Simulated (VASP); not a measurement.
A run of VASP 6.6.1:

Contents of INCAR:

```
ALGO     = Normal         # electronic algorithm
EDIFF    = 1E-7           # SCF threshold, eV
ENCUT    = 520            # plane-wave cutoff, eV
GGA      = PS             # functional
ISIF     = 2              # what is computed and relaxed
ISMEAR   = -1             # smearing method
LASPH    = T              # aspherical terms in the spheres
LCHARG   = F              # write CHGCAR
LREAL    = F              # projectors in reciprocal space
LWAVE    = F              # write WAVECAR
NBANDS   = 9              # bands
NELM     = 80             # most SCF steps
PREC     = Accurate       # precision mode
SIGMA    = 0.1            # smearing width, eV
```

Contents of KPOINTS:

```
k-points
0
Gamma
  19 19 19
```

The input POSCAR:

```
S
1.0
   -1.3798253326      1.3798253326      1.3798253326
    1.3798253326     -1.3798253326      1.3798253326
    1.3798253326      1.3798253326     -1.3798253326
S
1
Direct
    0.0000000000      0.0000000000      0.0000000000
```

Potentials or basis: VASP PAW PBE potentials, release 64 (S).

Run with:

```console
$ cat potpaw_PBE.64/S/POTCAR > POTCAR
$ mpirun -np 1 vasp_std > vasp.out
```

Hardware: 1 thread of AMD EPYC 7R13, with other jobs on the host.

Task: Estimate the wall time of this run.

Result: Wall time 22 s on 1 thread of AMD EPYC 7R13, with other jobs on the host, peak memory 0.1 GiB. Counts: scf iterations 10, k points 220.
